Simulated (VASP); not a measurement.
# Mo16H (a cell with a defect) in VASP: relaxation of the atoms with LDA

Aim: the relaxation of the atoms of Mo16H (a cell with a defect) with LDA.

Everything below comes from runs of VASP 6.6.1. Logs are shortened: lines on timing, memory, paths and dates and some standing lists are left out, and cuts for length are marked.

## Step 1: The cell of the first run

The cell holds a defect, 17 atoms: a = 6.300 Å, b = 6.300 Å, c = 6.300 Å, α = 90.00°, β = 90.00°, γ = 90.00°.

## Step 2: Relaxation of the atoms, LDA

Input file INCAR:

```
SYSTEM = Mo16H
ALGO = Normal
EDIFF = 1E-6
EDIFFG = -0.08
ENCUT = 520
GGA = CA
IBRION = 2
ISIF = 2
ISMEAR = -1
KPAR = 2
LASPH = .TRUE.
LCHARG = .FALSE.
LREAL = Auto
LWAVE = .FALSE.
NELM = 80
NSW = 45
PREC = Accurate
SIGMA = 0.05
```

Input file KPOINTS:

```
k-points
0
G
  2 2 2
  0 0 0
```

Input file POSCAR:

```
Mo16H
1.0
    6.3000000000      0.0000000000      0.0000000000
    0.0000000000      6.3000000000      0.0000000000
    0.0000000000      0.0000000000      6.3000000000
Mo H
16 1
Direct
    0.0000000000      0.0000000000      0.0000000000
    0.5000000000      0.0000000000      0.0000000000
    0.0000000000      0.5000000000      0.0000000000
    0.0000000000      0.0000000000      0.5000000000
    0.2500000000      0.2500000000      0.2500000000
    0.5000000000      0.5000000000      0.0000000000
    0.5000000000      0.0000000000      0.5000000000
    0.7500000000      0.2500000000      0.2500000000
    0.0000000000      0.5000000000      0.5000000000
    0.2500000000      0.7500000000      0.2500000000
    0.2500000000      0.2500000000      0.7500000000
    0.5000000000      0.5000000000      0.5000000000
    0.7500000000      0.7500000000      0.2500000000
    0.7500000000      0.2500000000      0.7500000000
    0.2500000000      0.7500000000      0.7500000000
    0.7500000000      0.7500000000      0.7500000000
    0.0014969000      0.1338115000      0.2547150000
```

Potentials or basis: VASP PAW LDA potentials, release 64 (Mo_sv, H).

Started as:

```
$ cat potpaw_LDA.64/Mo_sv/POTCAR potpaw_LDA.64/H/POTCAR > POTCAR
$ mpirun -np 4 vasp_std > vasp.out
```

OUTCAR:

```text
SYSTEM = Mo16H
   EDIFF = 1E-6
   EDIFFG = -0.08
   ENCUT = 520
   GGA = CA
   IBRION = 2
   ISIF = 2
   ISMEAR = -1
   LASPH = .TRUE.
   LREAL = Auto
   NELM = 80
   NSW = 45
   PREC = Accurate

 ion  position               nearest neighbor table
   1  0.000  0.000  0.000-  17 1.81   8 2.73  10 2.73  11 2.73  13 2.73  14 2.73  15 2.73  16 2.73
                             5 2.73   2 3.15   3 3.15   4 3.15   4 3.15   3 3.15   2 3.15
   2  0.500  0.000  0.000-   5 2.73   8 2.73  10 2.73  11 2.73  13 2.73  14 2.73  15 2.73  16 2.73
                             6 3.15   7 3.15   1 3.15   7 3.15   6 3.15   1 3.15
   3  0.000  0.500  0.000-   5 2.73   8 2.73  10 2.73  11 2.73  13 2.73  14 2.73  15 2.73  16 2.73
                             6 3.15   1 3.15   9 3.15   9 3.15   1 3.15   6 3.15
   4  0.000  0.000  0.500-  17 1.76   8 2.73  10 2.73  11 2.73  13 2.73  14 2.73  15 2.73  16 2.73
                             5 2.73   1 3.15   9 3.15   7 3.15   1 3.15   9 3.15   7 3.15
   5  0.250  0.250  0.250-  17 1.73   2 2.73   3 2.73   4 2.73   6 2.73   7 2.73   9 2.73  12 2.73
                             1 2.73  11 3.15   8 3.15  10 3.15  11 3.15  10 3.15   8 3.15
   6  0.500  0.500  0.000-   5 2.73   8 2.73  10 2.73  11 2.73  13 2.73  14 2.73  15 2.73  16 2.73
                             3 3.15  12 3.15   2 3.15  12 3.15   2 3.15   3 3.15
   7  0.500  0.000  0.500-   5 2.73   8 2.73  10 2.73  11 2.73  13 2.73  14 2.73  15 2.73  16 2.73
                             4 3.15  12 3.15   2 3.15   2 3.15  12 3.15   4 3.15
   8  0.750  0.250  0.250-  17 1.75   2 2.73   3 2.73   4 2.73   6 2.73   7 2.73   9 2.73  12 2.73
                             1 2.73  13 3.15  14 3.15   5 3.15  14 3.15  13 3.15   5 3.15
   9  0.000  0.500  0.500-   5 2.73   8 2.73  10 2.73  11 2.73  13 2.73  14 2.73  15 2.73  16 2.73
                             4 3.15  12 3.15   3 3.15   3 3.15   4 3.15  12 3.15
  10  0.250  0.750  0.250-   1 2.73   2 2.73   3 2.73   4 2.73   6 2.73   7 2.73   9 2.73  12 2.73
                             5 3.15  13 3.15  15 3.15  15 3.15   5 3.15  13 3.15
  11  0.250  0.250  0.750-   1 2.73   2 2.73   3 2.73   4 2.73   6 2.73   7 2.73   9 2.73  12 2.73
                             5 3.15  14 3.15  15 3.15   5 3.15  15 3.15  14 3.15
  12  0.500  0.500  0.500-   5 2.73   8 2.73  10 2.73  11 2.73  13 2.73  14 2.73  15 2.73  16 2.73
                             7 3.15   6 3.15   9 3.15   6 3.15   7 3.15   9 3.15
  13  0.750  0.750  0.250-   1 2.73   2 2.73   3 2.73   4 2.73   6 2.73   7 2.73   9 2.73  12 2.73
                            10 3.15   8 3.15  16 3.15  16 3.15   8 3.15  10 3.15
  14  0.750  0.250  0.750-   1 2.73   2 2.73   3 2.73   4 2.73   6 2.73   7 2.73   9 2.73  12 2.73
                            11 3.15   8 3.15  16 3.15   8 3.15  16 3.15  11 3.15
  15  0.250  0.750  0.750-   1 2.73   2 2.73   3 2.73   4 2.73   6 2.73   7 2.73   9 2.73  12 2.73
                            11 3.15  10 3.15  16 3.15  10 3.15  11 3.15  16 3.15
  16  0.750  0.750  0.750-   1 2.73   2 2.73   3 2.73   4 2.73   6 2.73   7 2.73   9 2.73  12 2.73
                            13 3.15  14 3.15  15 3.15  13 3.15  14 3.15  15 3.15
  17  0.001  0.134  0.255-   5 1.73   8 1.75   4 1.76   1 1.81

  LATTYP: Found a simple cubic cell.
 ALAT       =     6.3000000000

  Lattice vectors:

 A1 = (   6.3000000000,   0.0000000000,   0.0000000000)
 A2 = (   0.0000000000,   6.3000000000,   0.0000000000)
 A3 = (   0.0000000000,   0.0000000000,   6.3000000000)

Analysis of symmetry for initial positions (statically):
=====================================================================
 Subroutine PRICEL returns:
 Original cell was already a primitive cell.

 Routine SETGRP: Setting up the symmetry group for a
 simple cubic supercell.

 Subroutine GETGRP returns: Found  1 space group operations
 (whereof  1 operations were pure point group operations)
 out of a pool of 48 trial point group operations.

The static configuration has the point symmetry C_1 .

Analysis of symmetry for dynamics (positions and initial velocities):
=====================================================================
 Subroutine PRICEL returns:
 Original cell was already a primitive cell.

 Routine SETGRP: Setting up the symmetry group for a
 simple cubic supercell.

 Subroutine GETGRP returns: Found  1 space group operations
 (whereof  1 operations were pure point group operations)
 out of a pool of 48 trial point group operations.

The dynamic configuration has the point symmetry C_1 .

 Subroutine INISYM returns: Found  1 space group operations
 (whereof  1 operations are pure point group operations),
 and found     1 'primitive' translations

----------------------------------------------------------------------------------------

                                     Primitive cell

  volume of cell :     250.0470

  direct lattice vectors                    reciprocal lattice vectors
     6.300000000  0.000000000  0.000000000     0.158730159  0.000000000  0.000000000
     0.000000000  6.300000000  0.000000000     0.000000000  0.158730159  0.000000000
     0.000000000  0.000000000  6.300000000     0.000000000  0.000000000  0.158730159

  length of vectors
     6.300000000  6.300000000  6.300000000     0.158730159  0.158730159  0.158730159

  position of ions in fractional coordinates (direct lattice)
     0.000000000  0.000000000  0.000000000
     0.500000000  0.000000000  0.000000000
     0.000000000  0.500000000  0.000000000
     0.000000000  0.000000000  0.500000000
     0.250000000  0.250000000  0.250000000
     0.500000000  0.500000000  0.000000000
[... 9 lines left out ...]
     0.750000000  0.750000000  0.750000000
     0.001496900  0.133811500  0.254715000

  ion indices of the primitive-cell ions
   primitive index   ion index
                 1           1
                 2           2
                 3           3
                 4           4
                 5           5
                 6           6
[... 9 lines left out ...]
                16          16
                17          17

----------------------------------------------------------------------------------------

 KPOINTS: k-points

Automatic generation of k-mesh.
 Grid dimensions read from file:
 generate k-points for:    2    2    2

 Generating k-lattice:

  Cartesian coordinates                     Fractional coordinates (reciprocal lattice)
     0.079365079  0.000000000  0.000000000     0.500000000  0.000000000  0.000000000
     0.000000000  0.079365079  0.000000000     0.000000000  0.500000000  0.000000000
     0.000000000  0.000000000  0.079365079     0.000000000  0.000000000  0.500000000

  Length of vectors
     0.079365079  0.079365079  0.079365079

  Shift w.r.t. Gamma in fractional coordinates (k-lattice)
     0.000000000  0.000000000  0.000000000

 Subroutine IBZKPT returns following result:
 ===========================================

 Found      8 irreducible k-points:

 Following reciprocal coordinates:
            Coordinates               Weight
  0.000000  0.000000  0.000000      1.000000
  0.500000  0.000000  0.000000      1.000000
  0.000000  0.500000  0.000000      1.000000
  0.000000  0.000000  0.500000      1.000000
  0.500000  0.500000  0.000000      1.000000
  0.000000  0.500000  0.500000      1.000000
  0.500000  0.000000  0.500000      1.000000
  0.500000  0.500000  0.500000      1.000000
   k-points           NKPTS =      8   k-points in BZ     NKDIM =      8   number of bands    NBANDS=    136
   number of dos      NEDOS =    301   number of ions     NIONS =     17
   total plane-waves  NPLWV = 110592
   dimension x,y,z NGX =    48 NGY =   48 NGZ =   48
   dimension x,y,z NGXF=    96 NGYF=   96 NGZF=   96
   ions per type =              16   1
   NGX,Y,Z   is equivalent  to a cutoff of  12.67, 12.67, 12.67 a.u.
   NGXF,Y,Z  is equivalent  to a cutoff of  25.33, 25.33, 25.33 a.u.
 SYSTEM =  Mo16H
   PREC   = accura    normal or accurate (medium, high low for compatibility)
   ISTART =      0    job   : 0-new  1-cont  2-samecut
   ICHARG =      2    charge: 1-file 2-atom 10-const
   ISPIN  =      1    spin polarized calculation?
   LNONCOLLINEAR =      F non collinear calculations
   LSORBIT =      F    spin-orbit coupling
   LASPH  =      T    aspherical Exc in radial PAW
   ENCUT  =  520.0 eV  38.22 Ry    6.18 a.u.  11.71 11.71 11.71*2*pi/ulx,y,z
   NELM   =     80;   NELMIN=  2; NELMDL= -5     # of ELM steps
   EDIFF  = 0.1E-05   stopping-criterion for ELM
   LREAL  =      T    real-space projection
   EDIFFG = -.8E-01   stopping-criterion for IOM
   NSW    =     45    number of steps for IOM
   IBRION =      2    ionic relax: 0-MD 1-quasi-New 2-CG
   NFREE  =      1    steps in history (QN), initial steepest desc. (CG)
   ISIF   =      2    stress and relaxation
   ISYM   =      2    0-nonsym 1-usesym 2-fastsym
   POTIM  = 0.5000    time-step for ionic-motion
   TEBEG  =    0.0;   TEEND  =   0.0 temperature during run
   PSTRESS=    0.0 pullay stress
   NELECT =     225.0000    total number of electrons
   NUPDOWN=      -1.0000    fix difference up-down
   EMIN   =  10.00;   EMAX   =-10.00  energy-range for DOS
   EFERMI =   0.00;   METHOD = LEGACY
   ISMEAR =    -1;   SIGMA  =   0.05  broadening in eV -4-tet -1-fermi 0-gaus
   EFERMI_NEDOS =   21; number of points for ismear=-14 and -15
   IALGO  =     38    algorithm
   IMIX   =      4    mixing-type and parameters
     AMIX     =   0.40;   BMIX     =  1.00
     AMIX_MAG =   1.60;   BMIX_MAG =  1.00
  volume/ion in A,a.u.               =      14.71        99.26
  Fermi-wavevector in a.u.,A,eV,Ry     =   1.580502  2.986716 33.987182  2.497987
  Thomas-Fermi vector in A             =   2.680720
   LORBIT       =      0    0 simple, 1 ext, 2 COOP (PROOUT), +10 PAW based schemes
   GGA     = CA    functional components
   LHFCALC =     F    Hartree Fock is set to
   AEXX    =    0.0000 exact exchange contribution
   IVDW    =     0    specifies the selected vdW correction
   LEPSILON=     F    determine dielectric tensor
   LRPA    =     F    only Hartree local field effects (RPA)
 conjugate gradient relaxation of ions
 non-spin polarized calculation
  energy-cutoff  :      520.00
  volume of cell :      250.05
 maximum number of plane-waves:      6776
 NGX is ok and might be reduce to    48
   NGX = 23   NGY = 23   NGZ = 23

--------------------------------------- Ionic step        1  -------------------------------------------

 number of electron     225.0000033 magnetization

 Free energy of the ion-electron system (eV)
  ---------------------------------------------------
  ext. energy  EPLUGINS =         0.00000000
  ---------------------------------------------------
  free energy    TOTEN  =      -198.07193400 eV

  energy without entropy =     -198.01720907  energy(sigma->0) =     -198.04457154

------------------------ aborting loop because EDIFF is reached ----------------------------------------

  FORCE on cell =-STRESS in cart. coord.  units (eV):
  Direction    XX          YY          ZZ          XY          YZ          ZX
  --------------------------------------------------------------------------------------
  -------------------------------------------------------------------------------------
  Total      -10.3604306    -11.2082220    -11.3187646      0.1105392     -0.3049003     -0.0070256
  in kB      -66.3845079    -71.8167350    -72.5250373      0.7082802     -1.9536499     -0.0450164
  external PRESSURE =     -70.2420934 kB  Pullay stress =       0.0000000 kB
[... 291 lines left out ...]
  energy  without entropy=     -198.2943672976  energy(sigma->0) =     -198.31784299

--------------------------------------- Ionic step        7  -------------------------------------------

 number of electron     225.0000017 magnetization

 Free energy of the ion-electron system (eV)
  ---------------------------------------------------
  ext. energy  EPLUGINS =         0.00000000
  ---------------------------------------------------
  free energy    TOTEN  =      -198.34264886 eV

  energy without entropy =     -198.29550797  energy(sigma->0) =     -198.31907841

 E-fermi :  12.5661     XC(G=0): -13.6350

 val. band max:       12.4342647895   @ k =   0.5000   0.0000   0.0000
 cond. band min:      12.5754903248   @ k =   0.0000   0.5000   0.0000
 fundamental gap:      0.1412255353
 Fermi energy:        12.5661231535

 k-point     1 :       0.0000    0.0000    0.0000
  band No.  band energies     occupation
      1     -48.3759      2.00000
      2     -48.1505      2.00000
      3     -48.1276      2.00000
      4     -48.1257      2.00000
      5     -48.1218      2.00000
      6     -48.1203      2.00000
[... 1005 lines left out ...]
    123      14.2010      0.00000
    124      14.2484      0.00000
 [bands above 124 left out]

------------------------ aborting loop because EDIFF is reached ----------------------------------------

  FORCE on cell =-STRESS in cart. coord.  units (eV):
  Direction    XX          YY          ZZ          XY          YZ          ZX
  --------------------------------------------------------------------------------------
  -------------------------------------------------------------------------------------
  Total      -11.4472267    -11.3717442    -11.7414796      0.0074449     -0.0223164      0.0001763
  in kB      -73.3481592    -72.8645043    -75.2335859      0.0477029     -0.1429924      0.0011295
  external PRESSURE =     -73.8154164 kB  Pullay stress =       0.0000000 kB
[... 32 lines left out ...]
  FREE ENERGIE OF THE ION-ELECTRON SYSTEM (eV)
  ---------------------------------------------------
  free  energy   TOTEN  =      -198.3426488595 eV

  energy  without entropy=     -198.2955079681  energy(sigma->0) =     -198.31907841

 reached required accuracy - stopping structural energy minimisation
```

It took 14 min on 4 MPI ranks of AMD EPYC 7R43 (Zen 3), shared host; peak memory 0.24 GiB.

What came out:

```yaml
Free_energy: -198.3426 eV
Energy_gained_by_relaxing: 15.9 meV/atom
Ionic_steps: 7
Pressure_after_relaxing: -7.4 GPa
Largest_force_after_relaxing: 0.063 eV/Å
Band_gap_on_the_k_mesh: zero (an odd number of electrons rules out a gap without spin polarisation)
```

Forces on the atoms (eV/Å):
```
Mo   0.001  0.003 -0.031
Mo  -0.001  0.018  0.022
Mo  -0.001  0.002  0.009
Mo   0.001  0.015 -0.008
Mo  -0.020 -0.015  0.003
Mo   0.000 -0.005  0.012
Mo   0.000  0.026 -0.009
Mo   0.018 -0.016  0.003
Mo  -0.001  0.018  0.002
Mo  -0.003 -0.003  0.002
Mo  -0.013 -0.001  0.004
Mo   0.000 -0.007  0.006
Mo   0.006  0.001  0.002
Mo   0.016  0.003  0.004
Mo   0.020  0.012 -0.002
Mo  -0.015  0.009 -0.002
H   -0.008 -0.061 -0.016
```

Stress tensor (GPa, compression positive):
```
-7.33  0.00  0.00
 0.00 -7.29 -0.01
 0.00 -0.01 -7.52
```

Step by step:
| step | energy change (eV) | largest force (eV/Å) | pressure (GPa) |
| --- | --- | --- | --- |
| 1 | 0.0000 | 2.1205 | -7.02 |
| 2 | -0.2183 | 0.8357 | -7.18 |
| 3 | -0.2558 | 0.3106 | -7.34 |
| 4 | -0.2673 | 0.1256 | -7.38 |
| 5 | -0.2673 | 0.1231 | -7.38 |
| 6 | -0.2694 | 0.0986 | -7.38 |
| 7 | -0.2707 | 0.0634 | -7.38 |

Final structure:
```cif
data_structure
_symmetry_space_group_name_H-M 'P 1'
_symmetry_Int_Tables_number 1
_cell_length_a 6.3000
_cell_length_b 6.3000
_cell_length_c 6.3000
_cell_angle_alpha 90.000
_cell_angle_beta 90.000
_cell_angle_gamma 90.000
_cell_volume 250.05
loop_
_atom_site_label
_atom_site_type_symbol
_atom_site_fract_x
_atom_site_fract_y
_atom_site_fract_z
_atom_site_occupancy
Mo1 Mo 0.00005 0.99420 0.99264 1
Mo2 Mo 0.50007 0.99968 0.99867 1
Mo3 Mo 0.00008 0.50066 0.99841 1
Mo4 Mo 0.00005 0.99376 0.50888 1
Mo5 Mo 0.25954 0.25718 0.25011 1
Mo6 Mo 0.50009 0.50294 0.99818 1
Mo7 Mo 0.50007 0.99955 0.50149 1
Mo8 Mo 0.74080 0.25711 0.25010 1
Mo9 Mo 0.00008 0.50037 0.50185 1
Mo10 Mo 0.25175 0.75014 0.25019 1
Mo11 Mo 0.25136 0.25049 0.75014 1
Mo12 Mo 0.50009 0.50291 0.50188 1
Mo13 Mo 0.74835 0.75007 0.25019 1
Mo14 Mo 0.74872 0.25045 0.75014 1
Mo15 Mo 0.25148 0.74767 0.75029 1
Mo16 Mo 0.74859 0.74768 0.75029 1
H1 H 0.00034 0.12895 0.25126 1
```

Caveat: the k points lie up to 0.50 Å⁻¹ apart, too coarse for converged energies and pressures of a metal; the relaxation stopped at a loose force limit of 0.08 eV/Å, so its end isn't a converged minimum.

The gap in the log of VASP goes by the Fermi energy; the results here count the filled bands.